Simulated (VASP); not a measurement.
Write the native input for VASP 6.6.1 that does the following.

```yaml
Task: single point
Functional: LDA
Potentials_or_basis: VASP PAW LDA potentials, release 64 (Zn, O)
Cutoff: 520 eV
k_mesh: 8 × 8 × 5
Occupations: fermi-dirac, width 0.01 eV
Spin: no spin polarisation
Dipole_correction: no
Further_INCAR_settings: ALGO = Normal; EDIFF = 1e-06; NBANDS = 26
```

The structure of ZnO lies in POSCAR:

```
ZnO
1.0
    3.2054825469      0.0000000000      0.0000000000
   -1.6027412734      2.7760293170      0.0000000000
    0.0000000000      0.0000000000      5.1334697570
Zn O
2 2
Direct
    0.3333333333      0.6666666667      0.0000000000
    0.6666666667      0.3333333333      0.5000000000
    0.3333333333      0.6666666667      0.3821000000
    0.6666666667      0.3333333333      0.8821000000
```

This cell differs from its parent crystal: volume scaled by 0.96.

These files were run (other wordings do the same):

INCAR

```
SYSTEM = ZnO
  ALGO = Normal
  EDIFF = 1E-6
  ENCUT = 520
  ISIF = 2
  ISMEAR = -1
  LASPH = .TRUE.
  LCHARG = .FALSE.
  LREAL = .FALSE.
  LWAVE = .FALSE.
  NBANDS = 26
  NELM = 80
  PREC = Accurate
  SIGMA = 0.01
```

KPOINTS

```
k-points
0
G
  8 8 5
  0 0 0
```

Potentials or basis: VASP PAW LDA potentials, release 64 (Zn, O).

Command:

```bash
$ cat potpaw_LDA.64/Zn/POTCAR potpaw_LDA.64/O/POTCAR > POTCAR
$ mpirun -np 1 vasp_std > vasp.out
```

Results of the run:

```
Pressure               : 0.0 GPa
Largest force          : 0.042 eV/Å
Band gap on the k mesh : 0.81 eV, direct
```

It took 32 s on 1 thread of Intel(R) Xeon(R) Platinum 8488C (Sapphire Rapids) (shared host), peak memory 0.15 GiB.
